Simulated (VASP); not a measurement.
# ZnS (P3m1) in VASP: single point with PBEsol

Aim: the single point of ZnS with PBEsol.

All numbers are computed with VASP 6.6.1; they aren't measurements. Logs are shortened: lines on timing, memory, paths and dates and some standing lists are left out, and cuts for length are marked.

**1. The cell of the first run**

The structure is trigonal, space group P3m1 (No. 156). The conventional cell has a = 3.786 Å, b = 3.786 Å, c = 24.764 Å, α = 90.00°, β = 90.00°, γ = 120.00°. Within 3.1 Å of Zn (site symmetry 3m) lie 4 S at 2.32 Å. Zn (site symmetry 3m) has 4 S at 2.32 Å within 3.1 Å. Zn (site symmetry 3m) has 4 S at 2.32 Å within 3.1 Å. Within 3.1 Å of Zn (site symmetry 3m) lie 4 S at 2.32 Å. Zn (site symmetry 3m) has 4 S at 2.32 Å within 3.1 Å. Zn (site symmetry 3m) has 4 S at 2.32 Å within 3.1 Å. Within 3.1 Å of Zn (site symmetry 3m) lie 4 S at 2.32 Å. Zn (site symmetry 3m) has 4 S at 2.32 Å within 3.1 Å.

**2. Single point, PBEsol**

File INCAR:

```
SYSTEM = ZnS
PREC = Accurate
ENCUT = 520
EDIFF = 1E-7
ISMEAR = 0
SIGMA = 0.02
LREAL = Auto
LASPH = .True.
NELM = 100
ALGO = Normal
ISIF = 2
LWAVE = .False.
LCHARG = .True.
GGA = PS
LELF = .True.
LVHAR = .True.
NBANDS = 86
```

File KPOINTS:

```
regular mesh
0
Gamma
  9 9 2
  0 0 0
```

File POSCAR:

```
ZnS
1.0
    3.7861609634      0.0000000000      0.0000000000
   -1.8930804817      3.2789115771      0.0000000000
    0.0000000000      0.0000000000     24.7638971824
Zn S
8 8
Direct
    0.3333333333      0.6666666667      0.1251763750
    0.0000000000      0.0000000000      0.0002936932
    0.6666666667      0.3333333333      0.6248268153
    0.6666666667      0.3333333333      0.8752026087
    0.0000000000      0.0000000000      0.7499008635
    0.3333333333      0.6666666667      0.4999203667
    0.0000000000      0.0000000000      0.3750058335
    0.6666666667      0.3333333333      0.2500915412
    0.6666666667      0.3333333333      0.3437548523
    0.6666666667      0.3333333333      0.7184789287
    0.3333333333      0.6666666667      0.2188406004
    0.0000000000      0.0000000000      0.8437266240
    0.6666666667      0.3333333333      0.9690021662
    0.0000000000      0.0000000000      0.0939280498
    0.3333333333      0.6666666667      0.5935827509
    0.0000000000      0.0000000000      0.4686689306
```

Potentials or basis: VASP PAW PBE potentials, release 64 (Zn, S).

Command:

```sh
$ cat potpaw_PBE.64/Zn/POTCAR potpaw_PBE.64/S/POTCAR > POTCAR
$ mpirun -np 1 vasp_std > vasp.out
```

OUTCAR:

```text
SYSTEM = ZnS
   PREC = Accurate
   ENCUT = 520
   EDIFF = 1E-7
   ISMEAR = 0
   LREAL = Auto
   LASPH = .True.
   NELM = 100
   ISIF = 2
   GGA = PS

 ion  position               nearest neighbor table
   1  0.333  0.667  0.125-  14 2.32  14 2.32  14 2.32  11 2.32
   2  0.000  0.000  0.000-  14 2.32  13 2.32  13 2.32  13 2.32
   3  0.667  0.333  0.625-  15 2.32  15 2.32  15 2.32  10 2.32
   4  0.667  0.333  0.875-  12 2.32  12 2.32  12 2.32  13 2.32
   5  0.000  0.000  0.750-  10 2.32  10 2.32  10 2.32  12 2.32
   6  0.333  0.667  0.500-  16 2.32  16 2.32  16 2.32  15 2.32
[... 8 lines left out ...]
  15  0.333  0.667  0.594-   3 2.32   3 2.32   3 2.32   6 2.32
  16  0.000  0.000  0.469-   6 2.32   6 2.32   6 2.32   7 2.32

  LATTYP: Found a hexagonal cell.
 ALAT       =     3.7861609634
 C/A-ratio  =     6.5406350712

  Lattice vectors:

 A1 = (   3.7861609634,   0.0000000000,   0.0000000000)
 A2 = (  -1.8930804817,   3.2789115771,   0.0000000000)
 A3 = (   0.0000000000,   0.0000000000,  24.7638971824)

Analysis of symmetry for initial positions (statically):
=====================================================================
 Subroutine PRICEL returns:
 Original cell was already a primitive cell.

 Routine SETGRP: Setting up the symmetry group for a
 hexagonal supercell.

 Subroutine GETGRP returns: Found  6 space group operations
 (whereof  6 operations were pure point group operations)
 out of a pool of 24 trial point group operations.

The static configuration has the point symmetry C_3v.

Analysis of symmetry for dynamics (positions and initial velocities):
=====================================================================
 Subroutine PRICEL returns:
 Original cell was already a primitive cell.

 Routine SETGRP: Setting up the symmetry group for a
 hexagonal supercell.

 Subroutine GETGRP returns: Found  6 space group operations
 (whereof  6 operations were pure point group operations)
 out of a pool of 24 trial point group operations.

The dynamic configuration has the point symmetry C_3v.

 Subroutine INISYM returns: Found  6 space group operations
 (whereof  6 operations are pure point group operations),
 and found     1 'primitive' translations

----------------------------------------------------------------------------------------

                                     Primitive cell

  volume of cell :     307.4311

  direct lattice vectors                    reciprocal lattice vectors
     3.786160963  0.000000000  0.000000000     0.264119780  0.152489626  0.000000000
    -1.893080482  3.278911577  0.000000000     0.000000000  0.304979252  0.000000000
     0.000000000  0.000000000 24.763897182     0.000000000  0.000000000  0.040381366

  length of vectors
     3.786160963  3.786160963 24.763897182     0.304979252  0.304979252  0.040381366

  position of ions in fractional coordinates (direct lattice)
     0.333333333  0.666666667  0.125176375
     0.000000000  0.000000000  0.000293693
     0.666666667  0.333333333  0.624826815
     0.666666667  0.333333333  0.875202609
     0.000000000  0.000000000  0.749900864
     0.333333333  0.666666667  0.499920367
[... 8 lines left out ...]
     0.333333333  0.666666667  0.593582751
     0.000000000  0.000000000  0.468668931

  ion indices of the primitive-cell ions
   primitive index   ion index
                 1           1
                 2           2
                 3           3
                 4           4
                 5           5
                 6           6
[... 8 lines left out ...]
                15          15
                16          16

----------------------------------------------------------------------------------------

 KPOINTS: regular mesh

Automatic generation of k-mesh.
 Grid dimensions read from file:
 generate k-points for:    9    9    2

 Generating k-lattice:

  Cartesian coordinates                     Fractional coordinates (reciprocal lattice)
     0.029346642  0.016943292  0.000000000     0.111111111  0.000000000  0.000000000
     0.000000000  0.033886584  0.000000000     0.000000000  0.111111111  0.000000000
     0.000000000  0.000000000  0.020190683     0.000000000  0.000000000  0.500000000

  Length of vectors
     0.033886584  0.033886584  0.020190683

  Shift w.r.t. Gamma in fractional coordinates (k-lattice)
     0.000000000  0.000000000  0.000000000

 Subroutine IBZKPT returns following result:
 ===========================================

 Found     24 irreducible k-points:

 Following reciprocal coordinates:
            Coordinates               Weight
  0.000000  0.000000  0.000000      1.000000
  0.111111  0.000000  0.000000      6.000000
  0.222222  0.000000  0.000000      6.000000
  0.333333  0.000000  0.000000      6.000000
  0.444444  0.000000  0.000000      6.000000
  0.111111  0.111111  0.000000      6.000000
[... 16 lines left out ...]
  0.333333  0.222222  0.500000     12.000000
  0.333333  0.333333  0.500000      2.000000
   k-points           NKPTS =     24   k-points in BZ     NKDIM =     24   number of bands    NBANDS=     86
   number of dos      NEDOS =    301   number of ions     NIONS =     16
   total plane-waves  NPLWV = 150528
   dimension x,y,z NGX =    28 NGY =   28 NGZ =  192
   dimension x,y,z NGXF=    56 NGYF=   56 NGZF=  384
   ions per type =               8   8
   NGX,Y,Z   is equivalent  to a cutoff of  12.29, 12.29, 12.89 a.u.
   NGXF,Y,Z  is equivalent  to a cutoff of  24.59, 24.59, 25.78 a.u.
 SYSTEM =  ZnS
   PREC   = accura    normal or accurate (medium, high low for compatibility)
   ISTART =      0    job   : 0-new  1-cont  2-samecut
   ICHARG =      2    charge: 1-file 2-atom 10-const
   ISPIN  =      1    spin polarized calculation?
   LNONCOLLINEAR =      F non collinear calculations
   LSORBIT =      F    spin-orbit coupling
   LASPH  =      T    aspherical Exc in radial PAW
   ENCUT  =  520.0 eV  38.22 Ry    6.18 a.u.   7.04  7.04 46.04*2*pi/ulx,y,z
   NELM   =    100;   NELMIN=  2; NELMDL= -5     # of ELM steps
   EDIFF  = 0.1E-06   stopping-criterion for ELM
   LREAL  =      T    real-space projection
   EDIFFG = 0.1E-05   stopping-criterion for IOM
   NSW    =      0    number of steps for IOM
   IBRION =     -1    ionic relax: 0-MD 1-quasi-New 2-CG
   NFREE  =      0    steps in history (QN), initial steepest desc. (CG)
   ISIF   =      2    stress and relaxation
   ISYM   =      2    0-nonsym 1-usesym 2-fastsym
   POTIM  = 0.5000    time-step for ionic-motion
   TEBEG  =    0.0;   TEEND  =   0.0 temperature during run
   PSTRESS=    0.0 pullay stress
   NELECT =     144.0000    total number of electrons
   NUPDOWN=      -1.0000    fix difference up-down
   EMIN   =  10.00;   EMAX   =-10.00  energy-range for DOS
   EFERMI =   0.00;   METHOD = LEGACY
   ISMEAR =     0;   SIGMA  =   0.02  broadening in eV -4-tet -1-fermi 0-gaus
   EFERMI_NEDOS =   21; number of points for ismear=-14 and -15
   IALGO  =     38    algorithm
   IMIX   =      4    mixing-type and parameters
     AMIX     =   0.40;   BMIX     =  1.00
     AMIX_MAG =   1.60;   BMIX_MAG =  1.00
  volume/ion in A,a.u.               =      19.21       129.67
  Fermi-wavevector in a.u.,A,eV,Ry     =   1.271393  2.402584 21.992996  1.616440
  Thomas-Fermi vector in A             =   2.404328
   LORBIT       =      0    0 simple, 1 ext, 2 COOP (PROOUT), +10 PAW based schemes
   GGA     = PS    functional components
   LHFCALC =     F    Hartree Fock is set to
   AEXX    =    0.0000 exact exchange contribution
   IVDW    =     0    specifies the selected vdW correction
   LEPSILON=     F    determine dielectric tensor
   LRPA    =     F    only Hartree local field effects (RPA)
 non-spin polarized calculation
 Gauss-broadening in eV      SIGMA  =   0.02
  energy-cutoff  :      520.00
  volume of cell :      307.43
 maximum number of plane-waves:      8316
   NGX = 15   NGY = 15   NGZ = 93

 number of electron     143.9999938 magnetization

 Free energy of the ion-electron system (eV)
  ---------------------------------------------------
  ext. energy  EPLUGINS =         0.00000000
  ---------------------------------------------------
  free energy    TOTEN  =       -60.70700778 eV

  energy without entropy =      -60.70700778  energy(sigma->0) =      -60.70700778

 E-fermi :   2.3827     XC(G=0):  -9.9720

 val. band max:        2.2681263183   @ k =   0.0000   0.0000   0.0000
 cond. band min:       4.3761309419   @ k =   0.0000   0.0000   0.0000
 fundamental gap:      2.1080046236
 Fermi energy:         2.3827203033

 k-point     1 :       0.0000    0.0000    0.0000
  band No.  band energies     occupation
      1     -11.0837      2.00000
      2     -10.9616      2.00000
      3     -10.9561      2.00000
      4     -10.6329      2.00000
      5     -10.6326      2.00000
      6     -10.2628      2.00000
[... 76 lines left out ...]
     83       8.5134      0.00000
     84       8.5134      0.00000

 k-point     2 :       0.1111    0.0000    0.0000
  band No.  band energies     occupation
      1     -10.9956      2.00000
      2     -10.8773      2.00000
      3     -10.8718      2.00000
      4     -10.5606      2.00000
      5     -10.5586      2.00000
      6     -10.2053      2.00000
[... 1903 lines left out ...]
     83       8.0617      0.00000
     84       8.1484      0.00000

 k-point    24 :       0.3333    0.3333    0.5000
  band No.  band energies     occupation
      1      -9.8434      2.00000
      2      -9.8434      2.00000
      3      -9.8411      2.00000
      4      -9.8389      2.00000
      5      -9.8366      2.00000
      6      -9.8362      2.00000
[... 76 lines left out ...]
     83       8.5437      0.00000
     84       8.5440      0.00000
 [bands above 84 left out]

------------------------ aborting loop because EDIFF is reached ----------------------------------------

  FORCE on cell =-STRESS in cart. coord.  units (eV):
  Direction    XX          YY          ZZ          XY          YZ          ZX
  --------------------------------------------------------------------------------------
  -------------------------------------------------------------------------------------
  Total        0.4129960      0.4129960      0.3972703     -0.0000000      0.0000000      0.0000000
  in kB        2.1523291      2.1523291      2.0703743     -0.0000000      0.0000000      0.0000000
  external PRESSURE =       2.1250108 kB  Pullay stress =       0.0000000 kB

 VOLUME and BASIS-vectors are now :
 -----------------------------------------------------------------------------
  energy-cutoff  :      520.00
  volume of cell :      307.43
      direct lattice vectors                 reciprocal lattice vectors
     3.786160963  0.000000000  0.000000000     0.264119780  0.152489626  0.000000000
    -1.893080482  3.278911577  0.000000000     0.000000000  0.304979252  0.000000000
     0.000000000  0.000000000 24.763897182     0.000000000  0.000000000  0.040381366

 POSITION                                       TOTAL-FORCE (eV/Angst)
 -----------------------------------------------------------------------------------
     -0.00000      2.18594      3.09985         0.000000      0.000000      0.001195
      0.00000      0.00000      0.00727         0.000000      0.000000      0.002964
      1.89308      1.09297     15.47315        -0.000000      0.000000     -0.001621
      1.89308      1.09297     21.67343        -0.000000      0.000000      0.002169
      0.00000      0.00000     18.57047        -0.000000      0.000000     -0.000187
     -0.00000      2.18594     12.37998         0.000000     -0.000000     -0.000536
[... 8 lines left out ...]
     -0.00000      2.18594     14.69942        -0.000000      0.000000     -0.000137
      0.00000      0.00000     11.60607        -0.000000      0.000000      0.000716
 -----------------------------------------------------------------------------------
    total drift:                               -0.000007     -0.000004     -0.000857

  FREE ENERGIE OF THE ION-ELECTRON SYSTEM (eV)
  ---------------------------------------------------
  free  energy   TOTEN  =       -60.7070077840 eV

  energy  without entropy=      -60.7070077840  energy(sigma->0) =      -60.70700778
```

Wall time 15 min (1 thread of AMD EPYC 9R45 (Zen 5), shared host); peak memory 0.58 GiB.

Results:

```yaml
Free_energy: -60.7070 eV
Pressure: 0.2 GPa
Largest_force: 0.003 eV/Å
Band_gap_on_the_k_mesh: 2.11 eV, direct
```

Forces in eV/Å, atoms in the order of the input:
```
Zn   0.000  0.000  0.001
Zn   0.000  0.000  0.003
Zn   0.000  0.000 -0.002
Zn   0.000  0.000  0.002
Zn   0.000  0.000  0.000
Zn   0.000  0.000 -0.001
Zn   0.000  0.000  0.000
Zn   0.000  0.000  0.000
S    0.000  0.000  0.000
S    0.000  0.000 -0.001
S    0.000  0.000  0.000
S    0.000  0.000 -0.001
S    0.000  0.000  0.001
S    0.000  0.000 -0.003
S    0.000  0.000  0.000
S    0.000  0.000  0.001
```

Levels at points of the mesh, in eV from the valence-band top:
```csv
k point,band 68,band 69,band 70,band 71,band 72,band 73,band 74,band 75,band 76,band 77
"(0.00, 0.00, 0.00)",-0.15,-0.15,-0.02,0.00,0.00,2.11,2.94,2.99,3.14,3.29
"(0.00, 0.00, 0.50)",-0.32,-0.05,-0.05,-0.04,-0.04,2.39,2.44,3.14,3.27,3.33
```

Caveat: the PAW data sets were made with another functional, which shifts forces and pressure a little. A k mesh can miss the band edges.
